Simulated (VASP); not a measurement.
Here is a VASP 6.6.1 calculation.

Contents of INCAR:

```
SYSTEM = ZnO
  PREC = Accurate
  ENCUT = 600
  EDIFF = 1E-6
  ISMEAR = 0
  SIGMA = 0.01
  LREAL = .False.
  LASPH = .True.
  NELM = 120
  ALGO = Normal
  ISIF = 2
  LWAVE = .False.
  LCHARG = .False.
  GGA = PE
  NBANDS = 26
  GGA_COMPAT = .False.
```

File KPOINTS:

```
regular mesh
0
Gamma
  6 6 4
  0 0 0
```

The input POSCAR:

```
ZnO
1.0
    3.4165334633      0.0000000000      0.0000000000
   -1.7082667316      2.9588047721      0.0000000000
    0.0000000000      0.0000000000      4.4775676713
Zn O
2 2
Direct
    0.3333333333      0.6666666667      0.2500000000
    0.6666666667      0.3333333333      0.7500000000
    0.6666666667      0.3333333333      0.2500000000
    0.3333333333      0.6666666667      0.7500000000
```

Potentials or basis: VASP PAW PBE potentials, release 64 (Zn, O).

Run with:

```sh
$ cat potpaw_PBE.64/Zn/POTCAR potpaw_PBE.64/O/POTCAR > POTCAR
$ mpirun -np 1 vasp_std > vasp.out
```

(1) Estimate the pressure.

(2) Estimate the band gap on the k mesh.

Answers

(1) 7.4 GPa.

(2) 1.00 eV, indirect (least direct gap 1.06 eV).
